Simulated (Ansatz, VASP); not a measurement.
**Two plane-wave programs on Al2Cu**

```
Al Cu
1.0
    -2.87665    2.87665    2.34140
     2.87665   -2.87665    2.34140
     2.87665    2.87665   -2.34140
Al Cu
4 2
Cartesian
  3.7933 0.9166 0.0000
  1.9600 0.9166 2.3414
  -0.9166 1.9600 2.3414
  0.9166 1.9600 0.0000
  0.0000 0.0000 3.5121
  0.0000 0.0000 1.1707
```

Alike in both runs: task single point; functional PBEsol; k mesh 10 × 10 × 10; occupations gaussian, width 0.15 eV; no spin polarisation.

|  | VASP | Ansatz |
| --- | --- | --- |
| version | VASP 6.6.1 | Ansatz 0.2.0 |
| potentials or method | VASP PAW PBE potentials, release 64 (Al, Cu), cutoff 520 eV | scalar-relativistic, plane waves, PAW |
| valence electrons in the cell | 34 | 50 |

|  | VASP | Ansatz | Ansatz less VASP |
| --- | --- | --- | --- |
| gap on the k mesh at the Fermi level (eV) | none | none | - |
| pressure (GPa) | 16.0 | 15.8 | -0.22 |
| traceless stress, the component that is largest in VASP (GPa) | -1.23 | -1.27 | -0.045 |
| rms of the force components (eV/Å) | 0.032 | 0.031 | -0.0005 |

VASP's potentials were made for PBE, not for PBEsol, and Ansatz warns of the same on its side. Atom by atom the forces differ by 0.001 eV/Å (rms over components). A gap of «none» marks a metal or a gap that the smearing closes. VASP's potentials hold 34 valence electrons a cell and Ansatz's 50, so a difference there can come from the potentials and not from the codes.
